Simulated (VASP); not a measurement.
Here is a VASP 6.6.1 calculation.

INCAR

```
SYSTEM = Ir
PREC = Accurate
ENCUT = 500
EDIFF = 1E-6
ISMEAR = -1
SIGMA = 0.01
LREAL = .FALSE.
LASPH = .TRUE.
NELM = 120
ALGO = Normal
ISIF = 2
LWAVE = .FALSE.
LCHARG = .FALSE.
GGA = B5
ALDAX = 1.0
AGGAX = 1.0
AGGAC = 1.0
ALDAC = 0.0
IVDW = 12
VDW_S6 = 1.0
VDW_S8 = 2.6996
VDW_A1 = 0.4298
VDW_A2 = 4.2359
NBANDS = 24
GGA_COMPAT = .FALSE.
```

KPOINTS

```
regular mesh
0
G
  12 12 7
  0 0 0
```

Contents of POSCAR:

```
Ir
1.0
    2.7368671871      0.0000000000      0.0000000000
   -1.3684335936      2.3701965108      0.0000000000
    0.0000000000      0.0000000000      4.4503925233
Ir
2
Direct
    0.6666666667      0.3333333333      0.7500000000
    0.3333333333      0.6666666667      0.2500000000
```

Potentials or basis: VASP PAW PBE potentials, release 64 (Ir_sv_GW).

Command:

```sh
$ cat potpaw_PBE.64/Ir_sv_GW/POTCAR > POTCAR
$ mpirun -np 1 vasp_std > vasp.out
```

(1) What does it give for the pressure?

(2) Estimate the dispersion energy per atom.

(3) Estimate the band gap on the k mesh.

Answers

(1) -1.3 GPa.

(2) -1.690 eV.

(3) zero (band 17 reaches 14.11 eV, above the bottom of band 18 at 10.89 eV).

Caveat: the PAW data sets were made with another functional, which shifts forces and pressure a little; spin-orbit coupling is left out, which moves the levels of the heavy elements; pairwise dispersion overbinds metals, which lowers pressure and volume.
